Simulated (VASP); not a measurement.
# TePb (Fm-3m) in VASP: further runs

Runs on TePb. Level: PBE. Tasks: single point, relaxation of cell and atoms.

Everything below comes from runs of VASP 6.6.1. Logs are shortened: lines on timing, memory, paths and dates and some standing lists are left out, and cuts for length are marked.

### 1 The cell of the first run

The structure is cubic, space group Fm-3m (No. 225). Conventional cell: a = 6.570 Å, b = 6.570 Å, c = 6.570 Å, α = 90.00°, β = 90.00°, γ = 90.00°. Within 4.3 Å of Pb (site symmetry m-3m) lie 6 Te at 3.28 Å. Te (site symmetry m-3m) has 6 Pb at 3.28 Å within 4.3 Å.

### 2 Single point, PBE

INCAR

```
SYSTEM = TePb
PREC = Accurate
ENCUT = 520
EDIFF = 1E-6
ISMEAR = 0
SIGMA = 0.02
LREAL = .FALSE.
LASPH = .TRUE.
NELM = 80
ALGO = Normal
ISIF = 2
LWAVE = .FALSE.
LCHARG = .FALSE.
GGA = PE
NBANDS = 17
```

KPOINTS

```
Automatic mesh
0
G
  8 8 8
  0 0 0
```

POSCAR

```
TePb
1.0
    0.0000000000      3.2847549816      3.2847549816
    3.2847549816      0.0000000000      3.2847549816
    3.2847549816      3.2847549816      0.0000000000
Pb Te
1 1
Direct
    0.5000000000      0.5000000000      0.5000000000
    0.0000000000      0.0000000000      0.0000000000
```

Potentials or basis: VASP PAW PBE potentials, release 64 (Pb_d, Te).

Command:

```sh
$ cat potpaw_PBE.64/Pb_d/POTCAR potpaw_PBE.64/Te/POTCAR > POTCAR
$ mpirun -np 1 vasp_std > vasp.out
```

OUTCAR:

```text
SYSTEM = TePb
   PREC = Accurate
   ENCUT = 520
   EDIFF = 1E-6
   ISMEAR = 0
   LREAL = .FALSE.
   LASPH = .TRUE.
   NELM = 80
   ISIF = 2
   GGA = PE

 ion  position               nearest neighbor table
   1  0.500  0.500  0.500-   2 3.28   2 3.28   2 3.28   2 3.28   2 3.28   2 3.28
   2  0.000  0.000  0.000-   1 3.28   1 3.28   1 3.28   1 3.28   1 3.28   1 3.28

  LATTYP: Found a face centered cubic cell.
 ALAT       =     6.5695099632

  Lattice vectors:

 A1 = (   0.0000000000,   3.2847549816,   3.2847549816)
 A2 = (   3.2847549816,   0.0000000000,   3.2847549816)
 A3 = (   3.2847549816,   3.2847549816,   0.0000000000)

Analysis of symmetry for initial positions (statically):
=====================================================================
 Subroutine PRICEL returns:
 Original cell was already a primitive cell.

 Routine SETGRP: Setting up the symmetry group for a
 face centered cubic supercell.

 Subroutine GETGRP returns: Found 48 space group operations
 (whereof 48 operations were pure point group operations)
 out of a pool of 48 trial point group operations.

The static configuration has the point symmetry O_h .

Analysis of symmetry for dynamics (positions and initial velocities):
=====================================================================
 Subroutine PRICEL returns:
 Original cell was already a primitive cell.

 Routine SETGRP: Setting up the symmetry group for a
 face centered cubic supercell.

 Subroutine GETGRP returns: Found 48 space group operations
 (whereof 48 operations were pure point group operations)
 out of a pool of 48 trial point group operations.

The dynamic configuration has the point symmetry O_h .

 Subroutine INISYM returns: Found 48 space group operations
 (whereof 48 operations are pure point group operations),
 and found     1 'primitive' translations

----------------------------------------------------------------------------------------

                                     Primitive cell

  volume of cell :      70.8825

  direct lattice vectors                    reciprocal lattice vectors
     0.000000000  3.284754982  3.284754982    -0.152218355  0.152218355  0.152218355
     3.284754982  0.000000000  3.284754982     0.152218355 -0.152218355  0.152218355
     3.284754982  3.284754982  0.000000000     0.152218355  0.152218355 -0.152218355

  length of vectors
     4.645345044  4.645345044  4.645345044     0.263649925  0.263649925  0.263649925

  position of ions in fractional coordinates (direct lattice)
     0.500000000  0.500000000  0.500000000
     0.000000000  0.000000000  0.000000000

  ion indices of the primitive-cell ions
   primitive index   ion index
                 1           1
                 2           2

----------------------------------------------------------------------------------------

 KPOINTS: Automatic mesh

Automatic generation of k-mesh.
 Grid dimensions read from file:
 generate k-points for:    8    8    8

 Generating k-lattice:

  Cartesian coordinates                     Fractional coordinates (reciprocal lattice)
    -0.019027294  0.019027294  0.019027294     0.125000000  0.000000000  0.000000000
     0.019027294 -0.019027294  0.019027294     0.000000000  0.125000000  0.000000000
     0.019027294  0.019027294 -0.019027294     0.000000000  0.000000000  0.125000000

  Length of vectors
     0.032956241  0.032956241  0.032956241

  Shift w.r.t. Gamma in fractional coordinates (k-lattice)
     0.000000000  0.000000000  0.000000000

 Subroutine IBZKPT returns following result:
 ===========================================

 Found     29 irreducible k-points:

 Following reciprocal coordinates:
            Coordinates               Weight
  0.000000  0.000000  0.000000      1.000000
  0.125000  0.000000  0.000000      8.000000
  0.250000  0.000000  0.000000      8.000000
  0.375000  0.000000  0.000000      8.000000
  0.500000  0.000000  0.000000      4.000000
  0.125000  0.125000  0.000000      6.000000
[... 16 lines left out ...]
  0.500000  0.250000  0.125000     48.000000
 -0.375000  0.250000  0.125000     24.000000
 [... further k-points ...]
   k-points           NKPTS =     29   k-points in BZ     NKDIM =     29   number of bands    NBANDS=     17
   number of dos      NEDOS =    301   number of ions     NIONS =      2
   total plane-waves  NPLWV =  46656
   dimension x,y,z NGX =    36 NGY =   36 NGZ =   36
   dimension x,y,z NGXF=    72 NGYF=   72 NGZF=   72
   ions per type =               1   1
   NGX,Y,Z   is equivalent  to a cutoff of  12.88, 12.88, 12.88 a.u.
   NGXF,Y,Z  is equivalent  to a cutoff of  25.77, 25.77, 25.77 a.u.
 SYSTEM =  TePb
   PREC   = accura    normal or accurate (medium, high low for compatibility)
   ISTART =      0    job   : 0-new  1-cont  2-samecut
   ICHARG =      2    charge: 1-file 2-atom 10-const
   ISPIN  =      1    spin polarized calculation?
   LNONCOLLINEAR =      F non collinear calculations
   LSORBIT =      F    spin-orbit coupling
   LASPH  =      T    aspherical Exc in radial PAW
   ENCUT  =  520.0 eV  38.22 Ry    6.18 a.u.   8.64  8.64  8.64*2*pi/ulx,y,z
   NELM   =     80;   NELMIN=  2; NELMDL= -5     # of ELM steps
   EDIFF  = 0.1E-05   stopping-criterion for ELM
   LREAL  =      F    real-space projection
   EDIFFG = 0.1E-04   stopping-criterion for IOM
   NSW    =      0    number of steps for IOM
   IBRION =     -1    ionic relax: 0-MD 1-quasi-New 2-CG
   NFREE  =      0    steps in history (QN), initial steepest desc. (CG)
   ISIF   =      2    stress and relaxation
   ISYM   =      2    0-nonsym 1-usesym 2-fastsym
   POTIM  = 0.5000    time-step for ionic-motion
   TEBEG  =    0.0;   TEEND  =   0.0 temperature during run
   PSTRESS=    0.0 pullay stress
   NELECT =      20.0000    total number of electrons
   NUPDOWN=      -1.0000    fix difference up-down
   EMIN   =  10.00;   EMAX   =-10.00  energy-range for DOS
   EFERMI =   0.00;   METHOD = LEGACY
   ISMEAR =     0;   SIGMA  =   0.02  broadening in eV -4-tet -1-fermi 0-gaus
   EFERMI_NEDOS =   21; number of points for ismear=-14 and -15
   IALGO  =     38    algorithm
   IMIX   =      4    mixing-type and parameters
     AMIX     =   0.40;   BMIX     =  1.00
     AMIX_MAG =   1.60;   BMIX_MAG =  1.00
  volume/ion in A,a.u.               =      35.44       239.17
  Fermi-wavevector in a.u.,A,eV,Ry     =   1.073755  2.029103 15.686833  1.152950
  Thomas-Fermi vector in A             =   2.209564
   LORBIT       =      0    0 simple, 1 ext, 2 COOP (PROOUT), +10 PAW based schemes
   GGA     = PE    functional components
   LHFCALC =     F    Hartree Fock is set to
   AEXX    =    0.0000 exact exchange contribution
   IVDW    =     0    specifies the selected vdW correction
   LEPSILON=     F    determine dielectric tensor
   LRPA    =     F    only Hartree local field effects (RPA)
 non-spin polarized calculation
 Gauss-broadening in eV      SIGMA  =   0.02
  energy-cutoff  :      520.00
  volume of cell :       70.88
 maximum number of plane-waves:      1926
   NGX = 17   NGY = 17   NGZ = 17

 number of electron      19.9999999 magnetization

 Free energy of the ion-electron system (eV)
  ---------------------------------------------------
  ext. energy  EPLUGINS =         0.00000000
  ---------------------------------------------------
  free energy    TOTEN  =        -7.52298592 eV

  energy without entropy =       -7.52298592  energy(sigma->0) =       -7.52298592

 E-fermi :   5.1148     XC(G=0):  -9.0791

 val. band max:        4.9934288504   @ k =   0.5000   0.0000   0.0000
 cond. band min:       5.8261352081   @ k =   0.5000   0.0000   0.0000
 fundamental gap:      0.8327063577
 Fermi energy:         5.1148058361

 k-point     1 :       0.0000    0.0000    0.0000
  band No.  band energies     occupation
      1     -11.6482      2.00000
      2     -11.6482      2.00000
      3     -11.6425      2.00000
      4     -11.6425      2.00000
      5     -11.6425      2.00000
      6      -6.6198      2.00000
[... 9 lines left out ...]
     16      10.9086      0.00000
     17      12.4054      0.00000

 k-point     2 :       0.1250    0.0000    0.0000
  band No.  band energies     occupation
      1     -11.6496      2.00000
      2     -11.6496      2.00000
      3     -11.6421      2.00000
      4     -11.6407      2.00000
      5     -11.6407      2.00000
      6      -6.4952      2.00000
[... 9 lines left out ...]
     16      11.1896      0.00000
     17      13.3293      0.00000

 k-point     3 :       0.2500    0.0000    0.0000
  band No.  band energies     occupation
      1     -11.6537      2.00000
      2     -11.6537      2.00000
      3     -11.6413      2.00000
      4     -11.6357      2.00000
      5     -11.6357      2.00000
      6      -6.1384      2.00000
[... 9 lines left out ...]
     16      11.9605      0.00000
     17      15.0775      0.00000

 k-point     4 :       0.3750    0.0000    0.0000
  band No.  band energies     occupation
      1     -11.6580      2.00000
      2     -11.6580      2.00000
      3     -11.6405      2.00000
      4     -11.6304      2.00000
      5     -11.6304      2.00000
      6      -5.6319      2.00000
[... 9 lines left out ...]
     16      13.1435      0.00000
     17      15.5005      0.00000
[... 343 lines left out ...]
      1     -11.6648      2.00000
      2     -11.6490      2.00000
      3     -11.6433      2.00000
      4     -11.6326      2.00000
      5     -11.6313      2.00000
      6      -5.8485      2.00000
[... 9 lines left out ...]
     16      13.5782      0.00000
     17      13.9753      0.00000

 k-point    23 :       0.5000    0.2500    0.1250
  band No.  band energies     occupation
      1     -11.6689      2.00000
      2     -11.6523      2.00000
      3     -11.6402      2.00000
      4     -11.6312      2.00000
      5     -11.6280      2.00000
      6      -5.4054      2.00000
[... 9 lines left out ...]
     16      13.8989      0.00000
     17      14.9283      0.00000

 k-point    24 :      -0.3750    0.2500    0.1250
  band No.  band energies     occupation
      1     -11.6702      2.00000
      2     -11.6540      2.00000
      3     -11.6372      2.00000
      4     -11.6327      2.00000
      5     -11.6263      2.00000
      6      -5.1483      2.00000
[... 9 lines left out ...]
     16      14.7777      0.00000
     17      15.0555      0.00000

 [... further k-points ...]

------------------------ aborting loop because EDIFF is reached ----------------------------------------

  FORCE on cell =-STRESS in cart. coord.  units (eV):
  Direction    XX          YY          ZZ          XY          YZ          ZX
  --------------------------------------------------------------------------------------
  -------------------------------------------------------------------------------------
  Total       -0.0257499     -0.0257499     -0.0257499      0.0000000      0.0000000     -0.0000000
  in kB       -0.5820330     -0.5820330     -0.5820330      0.0000000      0.0000000     -0.0000000
  external PRESSURE =      -0.5820330 kB  Pullay stress =       0.0000000 kB

 VOLUME and BASIS-vectors are now :
 -----------------------------------------------------------------------------
  energy-cutoff  :      520.00
  volume of cell :       70.88
      direct lattice vectors                 reciprocal lattice vectors
     0.000000000  3.284754982  3.284754982    -0.152218355  0.152218355  0.152218355
     3.284754982  0.000000000  3.284754982     0.152218355 -0.152218355  0.152218355
     3.284754982  3.284754982  0.000000000     0.152218355  0.152218355 -0.152218355

 POSITION                                       TOTAL-FORCE (eV/Angst)
 -----------------------------------------------------------------------------------
      3.28475      3.28475      3.28475        -0.000000     -0.000000     -0.000000
      0.00000      0.00000      0.00000         0.000000      0.000000      0.000000
 -----------------------------------------------------------------------------------
    total drift:                                0.000000      0.000000      0.000000

  FREE ENERGIE OF THE ION-ELECTRON SYSTEM (eV)
  ---------------------------------------------------
  free  energy   TOTEN  =        -7.5229859196 eV

  energy  without entropy=       -7.5229859196  energy(sigma->0) =       -7.52298592
```

It took 60 s on 1 thread of Intel Xeon 8259CL, shared host; peak memory 0.22 GiB.

What came out:

- Free energy: -7.5230 eV
- Pressure: -0.1 GPa
- Band gap on the k mesh: 0.83 eV

Caveat: spin-orbit coupling is left out, which moves the levels of the heavy elements.

### 3 Relaxation of cell and atoms, PBE

This run uses another cell than the first one, of 33.60 Å³/atom.

INCAR

```
SYSTEM = TePb
PREC = Accurate
ENCUT = 600
EDIFF = 1E-6
ISMEAR = 0
SIGMA = 0.02
LREAL = .False.
LASPH = .True.
NELM = 60
ALGO = Normal
ISIF = 3
LWAVE = .False.
LCHARG = .False.
GGA = PE
IBRION = 2
NSW = 100
EDIFFG = -0.005
```

KPOINTS

```
Automatic mesh
0
Gamma
  8 8 8
  0 0 0
```

POSCAR

```
TePb
1.0
    0.0000000000      3.2270013417      3.2270013417
    3.2270013417      0.0000000000      3.2270013417
    3.2270013417      3.2270013417      0.0000000000
Pb Te
1 1
Direct
    0.5000000000      0.5000000000      0.5000000000
    0.0000000000      0.0000000000      0.0000000000
```

Potentials or basis: VASP PAW PBE potentials, release 64 (Pb_d, Te).

Command:

```sh
$ cat potpaw_PBE.64/Pb_d/POTCAR potpaw_PBE.64/Te/POTCAR > POTCAR
$ mpirun -np 1 vasp_std > vasp.out
```

OUTCAR:

```text
SYSTEM = TePb
   PREC = Accurate
   ENCUT = 600
   EDIFF = 1E-6
   ISMEAR = 0
   LREAL = .False.
   LASPH = .True.
   NELM = 60
   ISIF = 3
   GGA = PE
   IBRION = 2
   NSW = 100
   EDIFFG = -0.005

 ion  position               nearest neighbor table
   1  0.500  0.500  0.500-   2 3.23   2 3.23   2 3.23   2 3.23   2 3.23   2 3.23
   2  0.000  0.000  0.000-   1 3.23   1 3.23   1 3.23   1 3.23   1 3.23   1 3.23

  LATTYP: Found a face centered cubic cell.
 ALAT       =     6.4540026834

  Lattice vectors:

 A1 = (   0.0000000000,   3.2270013417,   3.2270013417)
 A2 = (   3.2270013417,   0.0000000000,   3.2270013417)
 A3 = (   3.2270013417,   3.2270013417,   0.0000000000)

Analysis of symmetry for initial positions (statically):
=====================================================================
 Subroutine PRICEL returns:
[... 269 lines left out ...]
      7      -0.7091      2.00000
      8       3.8435      2.00000
      9       3.8435      2.00000
     10       3.8435      2.00000
     11       9.0269      0.00000
     12       9.0269      0.00000
     13       9.0269      0.00000
     14      10.9142      0.00000
[... 377 lines left out ...]
      1     -11.6652      2.00000
      2     -11.6490      2.00000
      3     -11.6321      2.00000
      4     -11.6276      2.00000
      5     -11.6211      2.00000
      6      -5.1436      2.00000
      7      -3.1019      2.00000
      8       2.5035      2.00000
      9       2.6880      2.00000
     10       4.6275      2.00000
     11       6.4235      0.00000
     12       8.5307      0.00000
     13       8.9369      0.00000
     14      11.8906      0.00000

 [... further k-points ...]

------------------------ aborting loop because EDIFF is reached ----------------------------------------

  FORCE on cell =-STRESS in cart. coord.  units (eV):
  Direction    XX          YY          ZZ          XY          YZ          ZX
  --------------------------------------------------------------------------------------
  -------------------------------------------------------------------------------------
  Total        0.0002974      0.0002974      0.0002974     -0.0000000      0.0000000      0.0000000
  in kB        0.0067253      0.0067253      0.0067253     -0.0000000      0.0000000      0.0000000
  external PRESSURE =       0.0067253 kB  Pullay stress =       0.0000000 kB
[... 17 lines left out ...]
  FREE ENERGIE OF THE ION-ELECTRON SYSTEM (eV)
  ---------------------------------------------------
  free  energy   TOTEN  =        -7.5226298115 eV

  energy  without entropy=       -7.5226298115  energy(sigma->0) =       -7.52262981

 reached required accuracy - stopping structural energy minimisation
```

CONTCAR:

```text
TePb
   1.00000000000000
     0.0000000000000000    3.2841611964344990    3.2841611964344990
     3.2841611964344990    0.0000000000000000    3.2841611964344990
     3.2841611964344990    3.2841611964344990    0.0000000000000000
  Pb              Te
     1     1
Direct
     0.5000000000000000    0.5000000000000000    0.5000000000000000
     0.0000000000000000    0.0000000000000000    0.0000000000000000

  0.00000000E+00  0.00000000E+00  0.00000000E+00
  0.00000000E+00  0.00000000E+00  0.00000000E+00
```

Wall time 2.2 min (1 thread of Intel Xeon 8259CL, shared host); peak memory 0.23 GiB.

What came out:

```yaml
Free_energy: -7.5226 eV
Relaxed_volume: 35.42 Å³/atom
Relaxed_cell: a = 4.645 Å, b = 4.645 Å, c = 4.645 Å, α = 60.00°, β = 60.00°, γ = 60.00°
Space_group_after_relaxing_to_0.1_Å: Fm-3m (No. 225)
Energy_gained_by_relaxing: 12.4 meV/atom
Ionic_steps: 3
Pressure_after_relaxing: 0.0 GPa
Band_gap_on_the_k_mesh: 0.83 eV
```

The path:
| step | energy change (eV) | largest force (eV/Å) | pressure (GPa) | volume (Å³) |
| --- | --- | --- | --- | --- |
| 1 | 0.0000 | 0.0000 | 2.28 | 67.21 |
| 2 | -0.0227 | 0.0000 | -0.59 | 71.97 |
| 3 | -0.0248 | 0.0000 | 0.00 | 70.84 |

Final structure:
```
CELL_PARAMETERS angstrom
0.00000 3.28416 3.28416
3.28416 0.00000 3.28416
3.28416 3.28416 0.00000
ATOMIC_POSITIONS crystal
Pb 0.50000 0.50000 0.50000
Te 0.00000 0.00000 0.00000
```

Caveat: spin-orbit coupling is left out, which moves the levels of the heavy elements. A k mesh can miss the band edges.
